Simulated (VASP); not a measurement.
Input of a VASP 6.6.1 run:

File INCAR:

```
SYSTEM = K2S
PREC = Accurate ; ENCUT = 500
EDIFF = 1E-6 ; ISMEAR = 0
SIGMA = 0.01 ; LREAL = .False.
LASPH = .True. ; NELM = 120
ALGO = Normal ; ISIF = 2
LWAVE = .False. ; LCHARG = .False.
GGA = PE ; NBANDS = 19
GGA_COMPAT = .False.
```

The input KPOINTS:

```
regular mesh
0
Gamma
  4 4 4
  0 0 0
```

The input POSCAR:

```
K2S
1.0
    0.0000000000      3.7027186978      3.7027186978
    3.7027186978      0.0000000000      3.7027186978
    3.7027186978      3.7027186978      0.0000000000
K S
2 1
Direct
    0.2500000000      0.2500000000      0.2500000000
    0.7500000000      0.7500000000      0.7500000000
    0.0000000000      0.0000000000      0.0000000000
```

Potentials or basis: VASP PAW PBE potentials, release 64 (K_sv, S).

Run with:

```bash
$ cat potpaw_PBE.64/K_sv/POTCAR potpaw_PBE.64/S/POTCAR > POTCAR
$ mpirun -np 1 vasp_std > vasp.out
```

(1) Predict the pressure.

(2) Predict the band gap on the k mesh.

## Answers

(1) 0.5 GPa.

(2) 2.38 eV, indirect (least direct gap 2.57 eV).
